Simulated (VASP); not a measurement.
Input of a VASP 6.6.1 run:

INCAR

```
PREC = Accurate ; ENCUT = 500
EDIFF = 1E-6 ; ISMEAR = 0
SIGMA = 0.05 ; LREAL = False
LASPH = True ; NELM = 120
ALGO = Normal ; ISIF = 2
LWAVE = False ; LCHARG = True
GGA = PE ; LELF = True
LVHAR = True ; NBANDS = 16
GGA_COMPAT = False
```

KPOINTS

```
regular mesh
0
Gamma
  10 10 8
```

POSCAR

```
AgB2
1.0
    2.8442575057      0.0000000000      0.0000000000
   -1.4221287528      2.4631992548      0.0000000000
    0.0000000000      0.0000000000      3.6045386006
Ag B
1 2
Direct
    0.0000000000      0.0000000000      0.0000000000
    0.3333333333      0.6666666667      0.5000000000
    0.6666666667      0.3333333333      0.5000000000
```

Potentials or basis: VASP PAW PBE potentials, release 64 (Ag, B).

Command:

```sh
$ cat potpaw_PBE.64/Ag/POTCAR potpaw_PBE.64/B/POTCAR > POTCAR
$ mpirun -np 1 vasp_std > vasp.out
```

(1) Predict the pressure.

## Answers

(1) 58.6 GPa.
